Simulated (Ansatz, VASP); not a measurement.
**Al: VASP beside Ansatz**

```
Al
1.0
     0.00000    2.55135    2.55135
     2.55135    0.00000    2.55135
     2.55135    2.55135    0.00000
Al
2
Direct
  0.87500 0.87500 0.87500
  0.12500 0.12500 0.12500
```

Change from the starting cell: volume scaled by 0.6, norm-conserving files.

Alike in both runs: task single point; functional PBE; k mesh 12 × 12 × 12; occupations fermi-dirac, width 0.05 eV; no spin polarisation.

```csv
,VASP,Ansatz
version,VASP 6.6.1,Ansatz 0.2.0
potentials or method,"VASP PAW PBE potentials, release 64 (Al)","norm-conserving pseudopotentials, scalar-relativistic"
plane-wave cutoff (eV),520,544
valence electrons in the cell,6,6
```

```csv
,VASP,Ansatz,Ansatz less VASP
pressure (GPa),51.3,50.6,-0.70
```

Both programs put the cell under a high pressure, so it lies far from rest at this level.
